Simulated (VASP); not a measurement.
Wanted: the native input for a VASP 6.6.1 run.

| Property | Result |
| --- | --- |
| Task | single point |
| Functional | PBE |
| Potentials or basis | VASP PAW PBE potentials, release 64 (Cs_sv, Re, As) |
| Cutoff | 520 eV |
| k mesh | 8 × 8 × 8 |
| Occupations | gaussian, width 0.1 eV |
| Spin | collinear spin |
| Starting moments | [0.0, 4.32, 0.0, 0.0, 0.0, 0.0] μB |
| Dipole correction | no |
| Further INCAR settings | ALGO = Normal; EDIFF = 1e-06; NBANDS = 31 |

The structure of CsReAs4 lies in POSCAR:

```
CsReAs4
1.0
    0.0000000000      4.3525890743      4.3525890743
    4.3525890743      0.0000000000      4.3525890743
    4.3525890743      4.3525890743      0.0000000000
Cs Re As
1 1 4
Direct
    0.0000000000      0.0000000000      0.0000000000
    0.2500000000      0.2500000000      0.2500000000
    0.6032864443      0.6032864443      0.1901406671
    0.6032864443      0.1901406671      0.6032864443
    0.1901406671      0.6032864443      0.6032864443
    0.6032864443      0.6032864443      0.6032864443
```

The cell was generated, and may not be a known phase.

These files were run (other wordings do the same):

INCAR

```
SYSTEM = CsReAs4
PREC = Accurate
ENCUT = 520
EDIFF = 1E-6
ISMEAR = 0
SIGMA = 0.1
LREAL = .False.
LASPH = .True.
NELM = 150
ALGO = Normal
ISIF = 2
LWAVE = .False.
LCHARG = .False.
ISPIN = 2
MAGMOM = 0 4.32 0 0 0 0
LORBIT = 11
LMAXMIX = 4
GGA = PE
NBANDS = 31
```

KPOINTS

```
Automatic mesh
0
Gamma
  8 8 8
  0 0 0
```

Potentials or basis: VASP PAW PBE potentials, release 64 (Cs_sv, Re, As).

The run is started by

```bash
$ cat potpaw_PBE.64/Cs_sv/POTCAR potpaw_PBE.64/Re/POTCAR potpaw_PBE.64/As/POTCAR > POTCAR
$ mpirun -np 1 vasp_std > vasp.out
```

It gave:

| Item | Value |
| --- | --- |
| Pressure | 0.2 GPa |
| Largest force | 0.055 eV/Å |
| Band gap on the k mesh | zero (filled and empty bands overlap) |
| Net moment | 4.00 μB per cell |
| Site moments | Cs +0.01; Re +3.73; As -0.01 μB |
| Valence electrons inside the program's atomic spheres | Cs 6.59; Re 5.22; As 2.68 |

Caveat: spin-orbit coupling is left out, which moves the levels of the heavy elements.

It took 8 min on 1 thread of AMD EPYC 7R43 64-Core Processor (Zen 3) (shared host), peak memory 0.52 GiB.
